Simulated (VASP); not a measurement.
# TiO2 (Fm-3m) in VASP: notebook

The runs below take TiO2 through single point, with HSE06, PBE-based screened hybrid.

Everything below comes from runs of VASP 6.6.1. Logs are shortened: lines on timing, memory, paths and dates and some standing lists are left out, and cuts for length are marked.

### Step 1. The cell of the first run

It takes space group Fm-3m (No. 225, cubic). Conventional cell: a = 4.794 Å, b = 4.794 Å, c = 4.794 Å, α = 90.00°, β = 90.00°, γ = 90.00°. Ti (site symmetry m-3m) has 8 O at 2.08 Å within 2.7 Å. Within 2.7 Å of O (site symmetry -43m) lie 4 Ti at 2.08 Å and 6 O at 2.40 Å.

### Step 2. Single point, HSE06

POSCAR reads:

```
TiO2
1.0
    0.0000000000      2.3968272579      2.3968272579
    2.3968272579      0.0000000000      2.3968272579
    2.3968272579      2.3968272579      0.0000000000
Ti O
1 2
Direct
    0.0000000000      0.0000000000      0.0000000000
    0.2500000000      0.2500000000      0.2500000000
    0.7500000000      0.7500000000      0.7500000000
```

INCAR.step1 reads:

```
SYSTEM = TiO2
PREC = Accurate
ENCUT = 520
EDIFF = 1E-5
ISMEAR = 0
SIGMA = 0.01
LREAL = .FALSE.
LASPH = .TRUE.
NELM = 60
ALGO = Normal
ISIF = 2
LWAVE = .TRUE.
LCHARG = .FALSE.
GGA = PE
NBANDS = 19
```

INCAR.step2 reads:

```
SYSTEM = TiO2
PREC = Accurate
ENCUT = 520
EDIFF = 1E-7
ISMEAR = 0
SIGMA = 0.01
LREAL = .FALSE.
LASPH = .TRUE.
NELM = 60
ALGO = Normal
ISIF = 2
LWAVE = .FALSE.
LCHARG = .FALSE.
GGA = PE
LHFCALC = .TRUE.
HFSCREEN = 0.2079
PRECFOCK = Normal
ISTART = 1
NBANDS = 19
```

KPOINTS reads:

```
regular mesh
0
G
  4 4 4
  0 0 0
```

Potentials or basis: VASP PAW PBE potentials, release 64 (Ti_sv, O).

Launch:

```sh
cat potpaw_PBE.64/Ti_sv/POTCAR potpaw_PBE.64/O/POTCAR > POTCAR
cp INCAR.step1 INCAR
mpirun -np 1 vasp_std > vasp.out
cp INCAR.step2 INCAR
mpirun -np 1 vasp_std > vasp.out
```

OUTCAR:

```text
SYSTEM = TiO2
   PREC = Accurate
   ENCUT = 520
   EDIFF = 1E-7
   ISMEAR = 0
   LREAL = .FALSE.
   LASPH = .TRUE.
   NELM = 60
   ISIF = 2
   GGA = PE
   LHFCALC = .TRUE.
   HFSCREEN = 0.2079
   PRECFOCK = Normal
   ISTART = 1

 ion  position               nearest neighbor table
   1  0.000  0.000  0.000-   3 2.08   3 2.08   3 2.08   2 2.08   3 2.08   2 2.08   2 2.08   2 2.08

   2  0.250  0.250  0.250-   1 2.08   1 2.08   1 2.08   1 2.08
   3  0.750  0.750  0.750-   1 2.08   1 2.08   1 2.08   1 2.08

  LATTYP: Found a face centered cubic cell.
 ALAT       =     4.7936545158

  Lattice vectors:

 A1 = (   0.0000000000,   2.3968272579,   2.3968272579)
 A2 = (   2.3968272579,   0.0000000000,   2.3968272579)
 A3 = (   2.3968272579,   2.3968272579,   0.0000000000)

Analysis of symmetry for initial positions (statically):
[... 33 lines left out ...]
                                     Primitive cell

  volume of cell :      27.5385

  direct lattice vectors                    reciprocal lattice vectors
     0.000000000  2.396827258  2.396827258    -0.208609110  0.208609110  0.208609110
     2.396827258  0.000000000  2.396827258     0.208609110 -0.208609110  0.208609110
     2.396827258  2.396827258  0.000000000     0.208609110  0.208609110 -0.208609110

  length of vectors
     3.389625615  3.389625615  3.389625615     0.361321577  0.361321577  0.361321577

  position of ions in fractional coordinates (direct lattice)
     0.000000000  0.000000000  0.000000000
     0.250000000  0.250000000  0.250000000
     0.750000000  0.750000000  0.750000000

  ion indices of the primitive-cell ions
   primitive index   ion index
                 1           1
                 2           2
                 3           3

----------------------------------------------------------------------------------------

 KPOINTS: regular mesh

Automatic generation of k-mesh.
 Grid dimensions read from file:
 generate k-points for:    4    4    4

 Generating k-lattice:

  Cartesian coordinates                     Fractional coordinates (reciprocal lattice)
    -0.052152277  0.052152277  0.052152277     0.250000000  0.000000000  0.000000000
     0.052152277 -0.052152277  0.052152277     0.000000000  0.250000000  0.000000000
     0.052152277  0.052152277 -0.052152277     0.000000000  0.000000000  0.250000000

  Length of vectors
     0.090330394  0.090330394  0.090330394

  Shift w.r.t. Gamma in fractional coordinates (k-lattice)
     0.000000000  0.000000000  0.000000000

 Subroutine IBZKPT returns following result:
 ===========================================

 Found      8 irreducible k-points:

 Following reciprocal coordinates:
            Coordinates               Weight
  0.000000  0.000000  0.000000      1.000000
  0.250000  0.000000  0.000000      8.000000
  0.500000  0.000000  0.000000      4.000000
  0.250000  0.250000  0.000000      6.000000
  0.500000  0.250000  0.000000     24.000000
 -0.250000  0.250000  0.000000     12.000000
  0.500000  0.500000  0.000000      3.000000
 -0.250000  0.500000  0.250000      6.000000
   k-points           NKPTS =      8   k-points in BZ     NKDIM =     64   number of bands    NBANDS=     19
   number of dos      NEDOS =    301   number of ions     NIONS =      3
   total plane-waves  NPLWV =  21952
   dimension x,y,z NGX =    28 NGY =   28 NGZ =   28
   dimension x,y,z NGXF=    56 NGYF=   56 NGZF=   56
   ions per type =               1   2
   NGX,Y,Z   is equivalent  to a cutoff of  13.73, 13.73, 13.73 a.u.
   NGXF,Y,Z  is equivalent  to a cutoff of  27.47, 27.47, 27.47 a.u.
 SYSTEM =  TiO2
   PREC   = accura    normal or accurate (medium, high low for compatibility)
   ISTART =      1    job   : 0-new  1-cont  2-samecut
   ICHARG =      0    charge: 1-file 2-atom 10-const
   ISPIN  =      1    spin polarized calculation?
   LNONCOLLINEAR =      F non collinear calculations
   LSORBIT =      F    spin-orbit coupling
   LASPH  =      T    aspherical Exc in radial PAW
   ENCUT  =  520.0 eV  38.22 Ry    6.18 a.u.   6.30  6.30  6.30*2*pi/ulx,y,z
   NELM   =     60;   NELMIN=  2; NELMDL=  0     # of ELM steps
   EDIFF  = 0.1E-06   stopping-criterion for ELM
   LREAL  =      F    real-space projection
   EDIFFG = 0.1E-05   stopping-criterion for IOM
   NSW    =      0    number of steps for IOM
   IBRION =     -1    ionic relax: 0-MD 1-quasi-New 2-CG
   NFREE  =      0    steps in history (QN), initial steepest desc. (CG)
   ISIF   =      2    stress and relaxation
   ISYM   =      3    0-nonsym 1-usesym 2-fastsym
   POTIM  = 0.5000    time-step for ionic-motion
   TEBEG  =    0.0;   TEEND  =   0.0 temperature during run
   PSTRESS=    0.0 pullay stress
   NELECT =      24.0000    total number of electrons
   NUPDOWN=      -1.0000    fix difference up-down
   EMIN   =  10.00;   EMAX   =-10.00  energy-range for DOS
   EFERMI =   0.00;   METHOD = LEGACY
   ISMEAR =     0;   SIGMA  =   0.01  broadening in eV -4-tet -1-fermi 0-gaus
   EFERMI_NEDOS =   21; number of points for ismear=-14 and -15
   IALGO  =     38    algorithm
   IMIX   =      1    mixing-type and parameters
     AMIX     =   0.40;   BMIX     =  1.00
     AMIX_MAG =   1.60;   BMIX_MAG =  1.00
  volume/ion in A,a.u.               =       9.18        61.95
  Fermi-wavevector in a.u.,A,eV,Ry     =   1.563742  2.955044 33.270189  2.445290
  Thomas-Fermi vector in A             =   2.666469
   LORBIT       =      0    0 simple, 1 ext, 2 COOP (PROOUT), +10 PAW based schemes
   GGA     = PE    functional components
   LHFCALC =     T    Hartree Fock is set to
   PRECFOCK=normal    Normal, Fast or Accurate (Low or Medium for compatibility)
   ENCUT4O =  -1.0   cutoff for four orbital integrals eV
   NKREDX  =     1    reduce k-point grid by
   NKREDY  =     1    reduce k-point grid by
   NKREDZ  =     1    reduce k-point grid by
   AEXX    =    0.2500 exact exchange contribution
   HFSCREEN=    0.2079 screening length (either q_TF or 0.3 A-1)
   HFSCREENC=   0.2079 screening length for correlation (either q_TF or 0.3 A-1)
   ENCUTFOCK=  -1.0 apply spherical cutoff to Coloumb kernel
   IVDW    =     0    specifies the selected vdW correction
   LEPSILON=     F    determine dielectric tensor
   LRPA    =     F    only Hartree local field effects (RPA)
 non-spin polarized calculation
 Gauss-broadening in eV      SIGMA  =   0.01
  energy-cutoff  :      520.00
  volume of cell :       27.54
 maximum number of plane-waves:       754
 NGX is ok and might be reduce to    28
  NGX = 20; NGY = 20; NGZ = 20

 number of electron      23.9999996 magnetization

 Free energy of the ion-electron system (eV)
  ---------------------------------------------------
  ext. energy  EPLUGINS =         0.00000000
  ---------------------------------------------------
  free energy    TOTEN  =       -32.26302779 eV

  energy without entropy =      -32.26302779  energy(sigma->0) =      -32.26302779

 E-fermi :   6.8063     XC(G=0): -10.0222

 val. band max:        6.6136792866   @ k =   0.5000   0.5000   0.0000
 cond. band min:       9.2160105263   @ k =   0.0000   0.0000   0.0000
 fundamental gap:      2.6023312397
 Fermi energy:         6.8062799938

 k-point     1 :       0.0000    0.0000    0.0000
  band No.  band energies     occupation
      1     -55.6551      2.00000
      2     -30.0564      2.00000
      3     -30.0564      2.00000
      4     -30.0564      2.00000
      5     -15.0528      2.00000
      6     -10.9404      2.00000
[... 11 lines left out ...]
     18      15.7037      0.00000
     19      22.2736      0.00000

 k-point     2 :       0.2500    0.0000    0.0000
  band No.  band energies     occupation
      1     -55.6429      2.00000
      2     -30.2002      2.00000
      3     -30.0748      2.00000
      4     -30.0748      2.00000
      5     -14.3344      2.00000
      6     -11.7122      2.00000
[... 11 lines left out ...]
     18      17.6016      0.00000
     19      22.2042      0.00000

 k-point     3 :       0.5000    0.0000    0.0000
  band No.  band energies     occupation
      1     -55.6308      2.00000
      2     -30.3384      2.00000
      3     -30.0933      2.00000
      4     -30.0933      2.00000
      5     -13.3608      2.00000
      6     -12.5712      2.00000
[... 11 lines left out ...]
     18      18.3559      0.00000
     19      23.2287      0.00000

 k-point     4 :       0.2500    0.2500    0.0000
  band No.  band energies     occupation
      1     -55.6389      2.00000
      2     -30.2062      2.00000
      3     -30.1012      2.00000
      4     -30.1012      2.00000
      5     -14.0878      2.00000
      6     -11.8837      2.00000
[... 11 lines left out ...]
     18      17.4958      0.00000
     19      22.0669      0.00000

 k-point     5 :       0.5000    0.2500    0.0000
  band No.  band energies     occupation
      1     -55.6267      2.00000
      2     -30.2973      2.00000
      3     -30.1667      2.00000
      4     -30.1194      2.00000
      5     -13.1526      2.00000
      6     -12.5763      2.00000
[... 11 lines left out ...]
     18      19.1916      0.00000
     19      23.2453      0.00000

 k-point     6 :      -0.2500    0.2500    0.0000
  band No.  band energies     occupation
      1     -55.6308      2.00000
      2     -30.2582      2.00000
      3     -30.1750      2.00000
      4     -30.0930      2.00000
      5     -13.4882      2.00000
      6     -12.3689      2.00000
[... 11 lines left out ...]
     18      19.0016      0.00000
     19      23.1818      0.00000

 k-point     7 :       0.5000    0.5000    0.0000
  band No.  band energies     occupation
      1     -55.6226      2.00000
      2     -30.3478      2.00000
      3     -30.1454      2.00000
      4     -30.1454      2.00000
      5     -12.9140      2.00000
      6     -12.6227      2.00000
[... 11 lines left out ...]
     18      19.9380      0.00000
     19      22.3845      0.00000

 k-point     8 :      -0.2500    0.5000    0.2500
  band No.  band energies     occupation
      1     -55.6227      2.00000
      2     -30.2477      2.00000
      3     -30.2477      2.00000
      4     -30.1460      2.00000
      5     -12.7799      2.00000
      6     -12.7799      2.00000
[... 11 lines left out ...]
     18      19.8619      0.00000
     19      24.4664      0.00000

------------------------ aborting loop because EDIFF is reached ----------------------------------------

  FORCE on cell =-STRESS in cart. coord.  units (eV):
  Direction    XX          YY          ZZ          XY          YZ          ZX
  --------------------------------------------------------------------------------------
  -------------------------------------------------------------------------------------
  Total       -0.5135616     -0.5135616     -0.5135616      0.0000000      0.0000000      0.0000000
  in kB      -29.8787856    -29.8787856    -29.8787856      0.0000000      0.0000000      0.0000000
  external PRESSURE =     -29.8787856 kB  Pullay stress =       0.0000000 kB

 VOLUME and BASIS-vectors are now :
 -----------------------------------------------------------------------------
  energy-cutoff  :      520.00
  volume of cell :       27.54
      direct lattice vectors                 reciprocal lattice vectors
     0.000000000  2.396827258  2.396827258    -0.208609110  0.208609110  0.208609110
     2.396827258  0.000000000  2.396827258     0.208609110 -0.208609110  0.208609110
     2.396827258  2.396827258  0.000000000     0.208609110  0.208609110 -0.208609110

 POSITION                                       TOTAL-FORCE (eV/Angst)
 -----------------------------------------------------------------------------------
      0.00000      0.00000      0.00000        -0.000000     -0.000000     -0.000000
      1.19841      1.19841      1.19841        -0.000000     -0.000000     -0.000000
      3.59524      3.59524      3.59524         0.000000      0.000000      0.000000
 -----------------------------------------------------------------------------------
    total drift:                                0.000000      0.000001      0.000001

  FREE ENERGIE OF THE ION-ELECTRON SYSTEM (eV)
  ---------------------------------------------------
  free  energy   TOTEN  =       -32.2630277947 eV

  energy  without entropy=      -32.2630277947  energy(sigma->0) =      -32.26302779
```

It took 7.3 min on 1 thread of Intel Xeon Platinum 8488C (Sapphire Rapids), shared host; peak memory 0.25 GiB.

What came out:

```
Free energy            : -32.2630 eV
Pressure               : -3.0 GPa
Band gap on the k mesh : 2.60 eV, indirect (least direct gap 3.32 eV)
```

Caveat: the k points lie up to 0.57 Å⁻¹ apart; the PAW data sets were made with another functional, which shifts forces and pressure a little.

### Step 3. Single point, PBE-based screened hybrid

POSCAR is that of step 2.

INCAR.step1 reads:

```
SYSTEM = TiO2
PREC = Accurate ; ENCUT = 520
EDIFF = 1E-5 ; ISMEAR = 0
SIGMA = 0.01 ; LREAL = .False.
LASPH = .True. ; NELM = 60
ALGO = Normal ; ISIF = 2
LWAVE = .True. ; GGA = PE
NBANDS = 19
```

INCAR.step2 reads:

```
SYSTEM = TiO2
PREC = Accurate ; ENCUT = 520
EDIFF = 1E-6 ; ISMEAR = 0
SIGMA = 0.01 ; LREAL = .False.
LASPH = .True. ; NELM = 60
ALGO = Normal ; ISIF = 2
LWAVE = .False. ; LCHARG = .True.
GGA = PE ; LHFCALC = .True.
AEXX = 0.5 ; HFSCREEN = 0.2078
PRECFOCK = Normal ; LELF = .True.
LVHAR = .True. ; ISTART = 1
NBANDS = 19
```

KPOINTS reads:

```
regular mesh
0
Gamma
  4 4 4
  0 0 0
```

Potentials or basis: VASP PAW PBE potentials, release 64 (Ti_sv, O).

Launch:

```sh
cat potpaw_PBE.64/Ti_sv/POTCAR potpaw_PBE.64/O/POTCAR > POTCAR
cp INCAR.step1 INCAR
mpirun -np 1 vasp_std > vasp.out
cp INCAR.step2 INCAR
mpirun -np 1 vasp_std > vasp.out
```

Run time: 6.7 min. Hardware: 1 thread of Intel Xeon Platinum 8488C (Sapphire Rapids), shared host; peak memory 0.26 GiB.

It converged, with:

- Free energy: -38.9049 eV
- Pressure: -11.9 GPa
- Band gap on the k mesh: 4.31 eV, indirect (least direct gap 4.98 eV)

Levels at points of the mesh, in eV from the valence-band top:
```csv
k point,band 8,band 9,band 10,band 11,band 12,band 13,band 14,band 15,band 16,band 17
"(0.00, 0.00, 0.00)",-7.20,-7.20,-1.13,-1.13,-1.13,4.31,4.31,8.70,8.70,8.70
"(0.50, 0.00, 0.00)",-5.85,-4.13,-4.06,-3.18,-3.18,4.63,4.63,5.77,8.33,8.33
"(0.50, 0.50, 0.00)",-5.68,-5.68,-2.49,-2.49,0.00,4.98,5.30,5.80,7.18,7.18
```

Caveat: the k points lie up to 0.57 Å⁻¹ apart; the PAW data sets were made with another functional, which shifts forces and pressure a little. A k mesh can miss the band edges.

### Step 4. Single point, PBE-based screened hybrid

POSCAR is that of step 3.

INCAR.step1 reads:

```
  PREC = Accurate
  ENCUT = 520
  EDIFF = 1E-5
  ISMEAR = 0
  SIGMA = 0.01
  LREAL = F
  LASPH = T
  NELM = 60
  ALGO = Normal
  ISIF = 2
  LWAVE = T
  GGA = PE
  NBANDS = 19
```

INCAR.step2 reads:

```
  PREC = Accurate
  ENCUT = 520
  EDIFF = 1E-6
  ISMEAR = 0
  SIGMA = 0.01
  LREAL = F
  LASPH = T
  NELM = 60
  ALGO = Normal
  ISIF = 2
  LWAVE = F
  LCHARG = T
  GGA = PE
  LHFCALC = T
  AEXX = 0.75
  HFSCREEN = 0.2078
  PRECFOCK = Normal
  LELF = T
  LVHAR = T
  ISTART = 1
  NBANDS = 19
```

KPOINTS reads:

```
regular mesh
0
Gamma
  4 4 4
```

Launch:

```sh
cat potpaw_PBE.64/Ti_sv/POTCAR potpaw_PBE.64/O/POTCAR > POTCAR
cp INCAR.step1 INCAR
mpirun -np 1 vasp_std > vasp.out
cp INCAR.step2 INCAR
mpirun -np 1 vasp_std > vasp.out
```

It took 8.6 min on 1 thread of Intel Xeon Platinum 8488C (Sapphire Rapids), shared host; peak memory 0.25 GiB.

It converged, with:

```
Free energy            : -45.9030 eV
Pressure               : -19.8 GPa
Band gap on the k mesh : 6.19 eV, indirect (least direct gap 6.78 eV)
```

Levels at points of the mesh, in eV from the valence-band top:
| k point | band 8 | band 9 | band 10 | band 11 | band 12 | band 13 | band 14 | band 15 | band 16 | band 17 |
| --- | --- | --- | --- | --- | --- | --- | --- | --- | --- | --- |
| (0.00, 0.00, 0.00) | -7.65 | -7.65 | -1.25 | -1.25 | -1.25 | 6.19 | 6.19 | 10.71 | 10.71 | 10.71 |
| (0.50, 0.00, 0.00) | -6.17 | -4.48 | -4.35 | -3.47 | -3.47 | 6.53 | 6.53 | 7.64 | 10.33 | 10.33 |
| (0.50, 0.50, 0.00) | -6.15 | -6.15 | -2.57 | -2.57 | 0.00 | 6.78 | 7.32 | 7.66 | 9.02 | 9.02 |

Caveat: the k points lie up to 0.57 Å⁻¹ apart; the PAW data sets were made with another functional, which shifts forces and pressure a little. A k mesh can miss the band edges.

### Step 5. The runs side by side

```tsv
level	screening parameter	share of exact exchange	gap on the mesh (eV)	pressure (GPa)
HSE06	0.2079 1/Å	-	2.60	-3.0
PBE-based screened hybrid	0.2078 1/Å	0.5	4.31	-11.9
PBE-based screened hybrid	0.2078 1/Å	0.75	6.19	-19.8
```

Alike in all rows: task single point; potentials or basis VASP PAW PBE potentials, release 64 (Ti_sv, O); no spin polarisation; cell as given; k mesh 4 × 4 × 4; cutoff (eV) 520; smearing gaussian 0.01 eV.

Caveats: all runs use coarse meshes; the PAW data sets were made with another functional, which shifts forces and pressure a little.

Total energies depend on the potentials used, so only differences within one code and one set of settings carry meaning.
